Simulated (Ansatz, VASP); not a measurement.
# CaO: VASP beside Ansatz

```xyz
2
Lattice="0.0000 2.3975 2.3975 2.3975 0.0000 2.3975 2.3975 2.3975 0.0000" Properties=species:S:1:pos:R:3 pbc="T T T"
Ca    0.0000    0.0000    0.0000
O     2.3975    2.3975    2.3975
```

Alike in both runs: task single point; functional PBE; k mesh 6 × 6 × 6; no spin polarisation.

|  | VASP | Ansatz |
| --- | --- | --- |
| version | VASP 6.6.1 | Ansatz 0.2.0 |
| potentials or method | VASP PAW PBE potentials, release 64 (Ca_sv, O) | plane waves |
| plane-wave cutoff (eV) | 600 | 420 |
| occupations | gaussian, width 0.01 eV | fixed |
| valence electrons in the cell | 16 | 16 |

|  | VASP | Ansatz | Ansatz less VASP |
| --- | --- | --- | --- |
| gap on the k mesh at the Fermi level (eV) | 3.63 | 3.65 | +0.019 |
| pressure (GPa) | 2.9 | 2.5 | -0.48 |
